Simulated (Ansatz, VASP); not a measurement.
**CdSe: VASP and Ansatz over several settings**

```
CELL_PARAMETERS angstrom
0.00000 3.11067 3.11067
3.11067 0.00000 3.11067
3.11067 3.11067 0.00000
ATOMIC_POSITIONS crystal
Cd 0.00000 0.00000 0.00000
Se 0.25000 0.25000 0.25000
```

Single points on this cell with VASP 6.6.1 and Ansatz 0.2.0. Each row is one pair of runs. Alike in all rows: k mesh: 8 × 8 × 8; smearing: fermi-dirac, width 0.05 eV; VASP's potentials, cutoff: VASP PAW PBE potentials, release 64 (Cd, Se), 520 eV.

```csv
level,spin,"Ansatz's potentials, cutoff","gap on the k mesh at the Fermi level (eV), VASP","gap on the k mesh at the Fermi level (eV), Ansatz","least direct gap on the mesh (eV), VASP","least direct gap on the mesh (eV), Ansatz","pressure (GPa), VASP","pressure (GPa), Ansatz"
PBE+D3(BJ),off,"Ansatz PAW, 420 eV",0.47,0.47,0.47,0.47,-2.1,-2.4
BLYP,off,"Ansatz PAW, 420 eV",?,0.39,?,0.39,?,2.0
r2SCAN+D3(BJ),off,"Ansatz PAW, 500 eV",0.93,0.94,0.93,0.94,-2.6,-2.8
RPBE,off,"Ansatz PAW, 420 eV",0.64,0.64,0.64,0.64,1.5,1.3
revPBE+D3(BJ),off,"Ansatz PAW, 420 eV",0.60,0.60,0.60,0.60,-2.6,-2.8
BLYP+D4,off,"Ansatz PAW, 420 eV",0.41,0.39,0.41,0.39,-1.2,-1.6
PBEsol,"non-collinear, zero start, SOC","Ansatz PAW, 420 eV",-,-,-,-,-2.8,-3.0
```

Task: Fill in what VASP gave in row 2.

Result: gap on the k mesh at the Fermi level (eV): 0.41; least direct gap on the mesh (eV): 0.41; pressure (GPa): 2.3.

VASP's potentials hold 18 valence electrons a cell and Ansatz's 36, so a difference there can come from the potentials and not from the codes.
